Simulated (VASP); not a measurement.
Here is a VASP 6.6.1 calculation.

File INCAR:

```
PREC     = Accurate       # precision mode
ENCUT    = 400            # plane-wave cutoff, eV
EDIFF    = 1E-8           # SCF threshold, eV
ISMEAR   = -1             # smearing method
SIGMA    = 0.02           # smearing width, eV
LREAL    = F              # projectors in reciprocal space
LASPH    = T              # aspherical terms in the spheres
NELM     = 120            # most SCF steps
ALGO     = Normal         # electronic algorithm
ISIF     = 2              # what is computed and relaxed
LWAVE    = F              # write WAVECAR
LCHARG   = F              # write CHGCAR
GGA      = PS             # functional
LEFG     = T            
NBANDS   = 15             # bands
GGA_COMPAT= F
```

The input KPOINTS:

```
regular mesh
0
Gamma
  7 7 7
```

Contents of POSCAR:

```
RbCl
1.0
    0.0000000000      3.3170838881      3.3170838881
    3.3170838881      0.0000000000      3.3170838881
    3.3170838881      3.3170838881      0.0000000000
Rb Cl
1 1
Direct
    0.0000000000      0.0000000000      0.0000000000
    0.5000000000      0.5000000000      0.5000000000
```

Potentials or basis: VASP PAW PBE potentials, release 64 (Rb_sv, Cl).

Run with:

```sh
$ cat potpaw_PBE.64/Rb_sv/POTCAR potpaw_PBE.64/Cl/POTCAR > POTCAR
$ mpirun -np 1 vasp_std > vasp.out
```

Task: What does it give for the band gap on the k mesh?

Result: 4.78 eV, direct.

Task: What does it give for the pressure?

Result: -0.6 GPa.

Caveat: without QUAD_EFG the Cq values of the log hold for a quadrupole moment of 1 mb, not for the nuclei; the PAW data sets were made with another functional, which shifts forces and pressure a little. A k mesh can miss the band edges.
